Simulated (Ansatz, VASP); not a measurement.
## One calculation of Sn2Pb, two programs

```
CELL_PARAMETERS angstrom
3.32382 0.00000 0.00000
-1.66191 2.87851 0.00000
0.00000 0.00000 9.39598
ATOMIC_POSITIONS crystal
Sn 0.00000 0.00000 0.33805
Sn 0.00000 0.00000 0.66195
Pb 0.00000 0.00000 0.00000
```

Alike in both runs: functional PBE; k mesh 12 × 12 × 4; occupations gaussian, width 0.1 eV; no spin polarisation.

Ansatz relaxed the structure, and its values are those at the end. VASP's run is a single point on that final structure, the one shown.

|  | VASP | Ansatz |
| --- | --- | --- |
| version | VASP 6.6.1 | Ansatz 0.2.0 |
| potentials or method | VASP PAW PBE potentials, release 64 (Sn_d, Pb_d), cutoff 520 eV | scalar-relativistic, plane waves, PAW |
| valence electrons in the cell | 42 | 42 |

|  | VASP | Ansatz | Ansatz less VASP |
| --- | --- | --- | --- |
| gap on the k mesh at the Fermi level (eV) | none | none | - |
| pressure (GPa) | -0.1 | 0.0 | +0.05 |

A gap of «none» marks a metal or a gap that the smearing closes. With one functional, cell and mesh, what is left measures potentials, basis and numerics.

Spin-orbit coupling is off throughout.
